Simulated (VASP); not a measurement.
# CsZnSbO3 (Pm) in VASP: single point with PBE

Aim: the single point of CsZnSbO3 with PBE.

Program: VASP 6.6.1. These are calculated values, not measurements. Logs are shortened: lines on timing, memory, paths and dates and some standing lists are left out, and cuts for length are marked.

### Step 1. The cell of the first run

The structure is monoclinic, space group Pm (No. 6). The conventional cell has a = 5.844 Å, b = 3.387 Å, c = 6.967 Å, α = 90.00°, β = 111.27°, γ = 90.00°. Cs (site symmetry m) has 4 O at 2.92 to 3.03 Å and 2 Cs at 3.39 Å within 3.8 Å. Within 2.5 Å of Zn (site symmetry m) lie 3 O at 1.91 to 1.95 Å. Within 2.6 Å of Sb (site symmetry m) lie 3 O at 1.94 to 2.09 Å. O (site symmetry m) has 2 Zn at 1.91 Å within 2.5 Å. O (site symmetry m) has 2 Sb at 2.09 Å within 2.8 Å. O (site symmetry m) has 1 Sb at 1.94 Å and 1 Zn at 1.95 Å within 2.6 Å.

The cell was generated, and may not be a known phase.

### Step 2. Single point, PBE

The input, INCAR:

```
SYSTEM = CsZnSbO3
PREC = Accurate ; ENCUT = 520
EDIFF = 1E-7 ; ISMEAR = 0
SIGMA = 0.1 ; LREAL = .False.
LASPH = .True. ; NELM = 80
ALGO = Normal ; ISIF = 2
LWAVE = .False. ; LCHARG = .False.
GGA = PE ; NBANDS = 31
```

The input, KPOINTS:

```
regular mesh
0
Gamma
  4 6 4
  0 0 0
```

The input, POSCAR:

```
CsZnSbO3
1.0
    5.8434126676      0.0000000000     -0.0515556978
    0.0000000000      3.3869636321      0.0000000000
   -2.4702342344      0.0000000000      6.5138511074
Cs Zn Sb O
1 1 1 3
Direct
    0.3772575536      0.5000000000      0.3055331096
    0.0522233065      0.0000000000      0.6547324434
    0.6377731115      0.0000000000      0.8840227009
    0.1996575464      0.5000000000      0.6462264550
    0.8480345736      0.5000000000      0.0111788802
    0.7097292687      0.0000000000      0.6336082911
```

Potentials or basis: VASP PAW PBE potentials, release 64 (Cs_sv, Zn, Sb, O).

Started as:

```console
$ cat potpaw_PBE.64/Cs_sv/POTCAR potpaw_PBE.64/Zn/POTCAR potpaw_PBE.64/Sb/POTCAR potpaw_PBE.64/O/POTCAR > POTCAR
$ mpirun -np 1 vasp_std > vasp.out
```

OUTCAR:

```text
SYSTEM = CsZnSbO3
   PREC = Accurate
   ENCUT = 520
   EDIFF = 1E-7
   ISMEAR = 0
   LREAL = .False.
   LASPH = .True.
   NELM = 80
   ISIF = 2
   GGA = PE

 ion  position               nearest neighbor table
   1  0.377  0.500  0.306-
   2  0.052  0.000  0.655-   4 1.91   4 1.91   6 1.95   3 3.21   3 3.35
   3  0.638  0.000  0.884-   6 1.94   5 2.09   5 2.09   2 3.21   2 3.35
   4  0.200  0.500  0.646-   2 1.91   2 1.91
   5  0.848  0.500  0.011-   3 2.09   3 2.09
   6  0.710  0.000  0.634-   3 1.94   2 1.95

  LATTYP: Found a simple monoclinic cell.
 ALAT       =     5.8436400979
 B/A-ratio  =     0.5795982599
 C/A-ratio  =     1.1921531107
 COS(beta)  =    -0.3628223314

  Lattice vectors:

 A1 = (   5.8434126676,   0.0000000000,  -0.0515556978)
 A2 = (   0.0000000000,   3.3869636321,   0.0000000000)
 A3 = (  -2.4702342344,   0.0000000000,   6.5138511074)

Analysis of symmetry for initial positions (statically):
=====================================================================
 Subroutine PRICEL returns:
 Original cell was already a primitive cell.

 Routine SETGRP: Setting up the symmetry group for a
 simple monoclinic supercell.

 Subroutine GETGRP returns: Found  2 space group operations
 (whereof  2 operations were pure point group operations)
 out of a pool of  4 trial point group operations.

The static configuration has the point symmetry C_1h.

Analysis of symmetry for dynamics (positions and initial velocities):
=====================================================================
 Subroutine PRICEL returns:
 Original cell was already a primitive cell.

 Routine SETGRP: Setting up the symmetry group for a
 simple monoclinic supercell.

 Subroutine GETGRP returns: Found  2 space group operations
 (whereof  2 operations were pure point group operations)
 out of a pool of  4 trial point group operations.

The dynamic configuration has the point symmetry C_1h.

 Subroutine INISYM returns: Found  2 space group operations
 (whereof  2 operations are pure point group operations),
 and found     1 'primitive' translations

----------------------------------------------------------------------------------------

                                     Primitive cell

  volume of cell :     128.4871

  direct lattice vectors                    reciprocal lattice vectors
     5.843412668  0.000000000 -0.051555698     0.171707386  0.000000000  0.065116235
     0.000000000  3.386963632  0.000000000     0.000000000  0.295249701  0.000000000
    -2.470234234  0.000000000  6.513851107     0.001359026  0.000000000  0.154034395

  length of vectors
     5.843640098  3.386963632  6.966513721     0.183639730  0.295249701  0.154040390

  position of ions in fractional coordinates (direct lattice)
     0.377257554  0.500000000  0.305533110
     0.052223306  0.000000000  0.654732443
     0.637773112  0.000000000  0.884022701
     0.199657546  0.500000000  0.646226455
     0.848034574  0.500000000  0.011178880
     0.709729269  0.000000000  0.633608291

  ion indices of the primitive-cell ions
   primitive index   ion index
                 1           1
                 2           2
                 3           3
                 4           4
                 5           5
                 6           6

----------------------------------------------------------------------------------------

 KPOINTS: regular mesh

Automatic generation of k-mesh.
 Grid dimensions read from file:
 generate k-points for:    4    6    4

 Generating k-lattice:

  Cartesian coordinates                     Fractional coordinates (reciprocal lattice)
     0.042926846  0.000000000  0.016279059     0.250000000  0.000000000  0.000000000
     0.000000000  0.049208284  0.000000000     0.000000000  0.166666667  0.000000000
     0.000339757  0.000000000  0.038508599     0.000000000  0.000000000  0.250000000

  Length of vectors
     0.045909933  0.049208284  0.038510097

  Shift w.r.t. Gamma in fractional coordinates (k-lattice)
     0.000000000  0.000000000  0.000000000

 Subroutine IBZKPT returns following result:
 ===========================================

 Found     40 irreducible k-points:

 Following reciprocal coordinates:
            Coordinates               Weight
  0.000000  0.000000  0.000000      1.000000
  0.250000  0.000000 -0.000000      2.000000
  0.500000  0.000000 -0.000000      1.000000
  0.000000  0.166667  0.000000      2.000000
  0.250000  0.166667 -0.000000      4.000000
  0.500000  0.166667 -0.000000      2.000000
[... 16 lines left out ...]
  0.500000  0.333333  0.250000      4.000000
 -0.250000  0.333333  0.250000      4.000000
 [... further k-points ...]
   k-points           NKPTS =     40   k-points in BZ     NKDIM =     40   number of bands    NBANDS=     31
   number of dos      NEDOS =    301   number of ions     NIONS =      6
   total plane-waves  NPLWV =  72576
   dimension x,y,z NGX =    48 NGY =   28 NGZ =   54
   dimension x,y,z NGXF=    96 NGYF=   56 NGZF=  108
   ions per type =               1   1   1   3
   NGX,Y,Z   is equivalent  to a cutoff of  13.66, 13.74, 12.89 a.u.
   NGXF,Y,Z  is equivalent  to a cutoff of  27.31, 27.49, 25.77 a.u.
 SYSTEM =  CsZnSbO3
   PREC   = accura    normal or accurate (medium, high low for compatibility)
   ISTART =      0    job   : 0-new  1-cont  2-samecut
   ICHARG =      2    charge: 1-file 2-atom 10-const
   ISPIN  =      1    spin polarized calculation?
   LNONCOLLINEAR =      F non collinear calculations
   LSORBIT =      F    spin-orbit coupling
   LASPH  =      T    aspherical Exc in radial PAW
   ENCUT  =  520.0 eV  38.22 Ry    6.18 a.u.  10.87  6.30 12.95*2*pi/ulx,y,z
   NELM   =     80;   NELMIN=  2; NELMDL= -5     # of ELM steps
   EDIFF  = 0.1E-06   stopping-criterion for ELM
   LREAL  =      F    real-space projection
   EDIFFG = 0.1E-05   stopping-criterion for IOM
   NSW    =      0    number of steps for IOM
   IBRION =     -1    ionic relax: 0-MD 1-quasi-New 2-CG
   NFREE  =      0    steps in history (QN), initial steepest desc. (CG)
   ISIF   =      2    stress and relaxation
   ISYM   =      2    0-nonsym 1-usesym 2-fastsym
   POTIM  = 0.5000    time-step for ionic-motion
   TEBEG  =    0.0;   TEEND  =   0.0 temperature during run
   PSTRESS=    0.0 pullay stress
   NELECT =      44.0000    total number of electrons
   NUPDOWN=      -1.0000    fix difference up-down
   EMIN   =  10.00;   EMAX   =-10.00  energy-range for DOS
   EFERMI =   0.00;   METHOD = LEGACY
   ISMEAR =     0;   SIGMA  =   0.10  broadening in eV -4-tet -1-fermi 0-gaus
   EFERMI_NEDOS =   21; number of points for ismear=-14 and -15
   IALGO  =     38    algorithm
   IMIX   =      4    mixing-type and parameters
     AMIX     =   0.40;   BMIX     =  1.00
     AMIX_MAG =   1.60;   BMIX_MAG =  1.00
  volume/ion in A,a.u.               =      21.41       144.51
  Fermi-wavevector in a.u.,A,eV,Ry     =   1.145353  2.164403 17.848570  1.311833
  Thomas-Fermi vector in A             =   2.282041
   LORBIT       =      0    0 simple, 1 ext, 2 COOP (PROOUT), +10 PAW based schemes
   GGA     = PE    functional components
   LHFCALC =     F    Hartree Fock is set to
   AEXX    =    0.0000 exact exchange contribution
   IVDW    =     0    specifies the selected vdW correction
   LEPSILON=     F    determine dielectric tensor
   LRPA    =     F    only Hartree local field effects (RPA)
 non-spin polarized calculation
 Gauss-broadening in eV      SIGMA  =   0.10
  energy-cutoff  :      520.00
  volume of cell :      128.49
 maximum number of plane-waves:      3480
 NGX is ok and might be reduce to    48
   NGX = 21   NGY = 13   NGZ = 25

 number of electron      43.9999988 magnetization

 Free energy of the ion-electron system (eV)
  ---------------------------------------------------
  ext. energy  EPLUGINS =         0.00000000
  ---------------------------------------------------
  free energy    TOTEN  =       -28.50608978 eV

  energy without entropy =      -28.50608978  energy(sigma->0) =      -28.50608978

 E-fermi :   2.1091     XC(G=0):  -8.7765

 val. band max:        1.5834103838   @ k =   0.5000   0.1667  -0.0000
 cond. band min:       3.3910420728   @ k =   0.0000   0.0000   0.5000
 fundamental gap:      1.8076316890
 Fermi energy:         2.1091162181

 k-point     1 :       0.0000    0.0000    0.0000
  band No.  band energies     occupation
      1     -19.3065      2.00000
      2     -16.3603      2.00000
      3     -15.3126      2.00000
      4     -14.6491      2.00000
      5      -6.2486      2.00000
      6      -6.0103      2.00000
[... 23 lines left out ...]
     30       9.8182      0.00000
     31      10.6308      0.00000

 k-point     2 :       0.2500    0.0000   -0.0000
  band No.  band energies     occupation
      1     -19.3033      2.00000
      2     -16.3705      2.00000
      3     -15.2875      2.00000
      4     -14.6708      2.00000
      5      -6.3257      2.00000
      6      -6.1710      2.00000
[... 23 lines left out ...]
     30       9.5099      0.00000
     31      10.0174      0.00000

 k-point     3 :       0.5000    0.0000   -0.0000
  band No.  band energies     occupation
      1     -19.3000      2.00000
      2     -16.3800      2.00000
      3     -15.2626      2.00000
      4     -14.6930      2.00000
      5      -6.4013      2.00000
      6      -6.2142      2.00000
[... 23 lines left out ...]
     30       9.1147      0.00000
     31       9.3583      0.00000

 k-point     4 :       0.0000    0.1667    0.0000
  band No.  band energies     occupation
      1     -19.1912      2.00000
      2     -16.2230      2.00000
      3     -15.3025      2.00000
      4     -14.5965      2.00000
      5      -6.1763      2.00000
      6      -5.9420      2.00000
[... 23 lines left out ...]
     30       9.2968      0.00000
     31      10.1256      0.00000

 k-point     5 :       0.2500    0.1667   -0.0000
  band No.  band energies     occupation
      1     -19.1884      2.00000
      2     -16.2321      2.00000
      3     -15.2826      2.00000
      4     -14.6125      2.00000
      5      -6.2948      2.00000
      6      -6.0607      2.00000
[... 23 lines left out ...]
     30       9.1653      0.00000
     31       9.9240      0.00000
[... 542 lines left out ...]
     30       9.3296      0.00000
     31       9.7770      0.00000

 k-point    22 :       0.2500    0.3333    0.2500
  band No.  band energies     occupation
      1     -18.9398      2.00000
      2     -15.9042      2.00000
      3     -15.3128      2.00000
      4     -14.4901      2.00000
      5      -7.0640      2.00000
      6      -6.5336      2.00000
[... 23 lines left out ...]
     30       9.1386      0.00000
     31       9.8840      0.00000

 k-point    23 :       0.5000    0.3333    0.2500
  band No.  band energies     occupation
      1     -18.9392      2.00000
      2     -15.8911      2.00000
      3     -15.3217      2.00000
      4     -14.4960      2.00000
      5      -7.0177      2.00000
      6      -6.5988      2.00000
[... 23 lines left out ...]
     30       9.5267      0.00000
     31       9.8111      0.00000

 k-point    24 :      -0.2500    0.3333    0.2500
  band No.  band energies     occupation
      1     -18.9411      2.00000
      2     -15.8863      2.00000
      3     -15.3304      2.00000
      4     -14.4904      2.00000
      5      -7.0077      2.00000
      6      -6.5580      2.00000
[... 23 lines left out ...]
     30       9.5291      0.00000
     31       9.7988      0.00000

 [... further k-points ...]

------------------------ aborting loop because EDIFF is reached ----------------------------------------

  FORCE on cell =-STRESS in cart. coord.  units (eV):
  Direction    XX          YY          ZZ          XY          YZ          ZX
  --------------------------------------------------------------------------------------
  -------------------------------------------------------------------------------------
  Total        0.2942043      0.4163662      0.3717068      0.0000000      0.0000000     -0.1490619
  in kB        3.6685988      5.1919042      4.6350215      0.0000000      0.0000000     -1.8587367
  external PRESSURE =       4.4985082 kB  Pullay stress =       0.0000000 kB

 VOLUME and BASIS-vectors are now :
 -----------------------------------------------------------------------------
  energy-cutoff  :      520.00
  volume of cell :      128.49
      direct lattice vectors                 reciprocal lattice vectors
     5.843412668  0.000000000 -0.051555698     0.171707386  0.000000000  0.065116235
     0.000000000  3.386963632  0.000000000     0.000000000  0.295249701  0.000000000
    -2.470234234  0.000000000  6.513851107     0.001359026  0.000000000  0.154034395

 POSITION                                       TOTAL-FORCE (eV/Angst)
 -----------------------------------------------------------------------------------
      1.44973      1.69348      1.97075         0.006376      0.000000     -0.031154
     -1.31218      0.00000      4.26214        -0.033777      0.000000     -0.014007
      1.54303      0.00000      5.72551        -0.069590      0.000000      0.068311
     -0.42965      1.69348      4.19913         0.088543      0.000000      0.018444
      4.92780      1.69348      0.02910         0.006784      0.000000      0.003760
      2.58208      0.00000      4.09064         0.001665      0.000000     -0.045354
 -----------------------------------------------------------------------------------
    total drift:                               -0.000445     -0.000000      0.000162

  FREE ENERGIE OF THE ION-ELECTRON SYSTEM (eV)
  ---------------------------------------------------
  free  energy   TOTEN  =       -28.5060897764 eV

  energy  without entropy=      -28.5060897764  energy(sigma->0) =      -28.50608978
```

Wall time 87 s (1 thread of AMD EPYC 9R45 (Zen 5), shared host); peak memory 0.32 GiB.

Results:

```yaml
Free_energy: -28.5061 eV
Pressure: 0.4 GPa
Largest_force: 0.098 eV/Å
Band_gap_on_the_k_mesh: 1.81 eV (least direct gap 1.95 eV)
```

Forces in eV/Å, atoms in the order of the input:
```
Cs   0.006  0.000 -0.031
Zn  -0.034  0.000 -0.014
Sb  -0.070  0.000  0.068
O    0.089  0.000  0.018
O    0.007  0.000  0.004
O    0.002  0.000 -0.045
```

Levels at points of the mesh, in eV from the valence-band top:
```
           k point  band 19  band 20  band 21  band 22  band 23  band 24  band 25  band 26
(0.00, 0.00, 0.00)    -1.39    -0.68    -0.31    -0.13     2.27     3.73     4.01     4.90
(0.50, 0.00, 0.00)    -1.28    -0.70    -0.45    -0.12     2.13     4.13     4.67     4.97
(0.00, 0.50, 0.00)    -1.38    -1.19    -0.68    -0.46     3.80     3.95     4.71     5.10
(0.50, 0.50, 0.00)    -1.46    -1.21    -0.85    -0.46     3.25     3.73     4.38     5.32
(0.00, 0.00, 0.50)    -1.36    -0.38    -0.30    -0.14     1.81     3.77     4.71     4.82
(0.50, 0.00, 0.50)    -1.29    -0.83    -0.46    -0.19     2.25     3.78     4.19     5.24
(0.00, 0.50, 0.50)    -1.38    -1.09    -0.56    -0.56     3.83     3.94     4.46     5.01
(0.50, 0.50, 0.50)    -1.37    -1.11    -0.92    -0.52     3.08     3.91     4.79     5.43
```

Caveat: spin-orbit coupling is left out, which moves the levels of the heavy elements. A k mesh can miss the band edges.
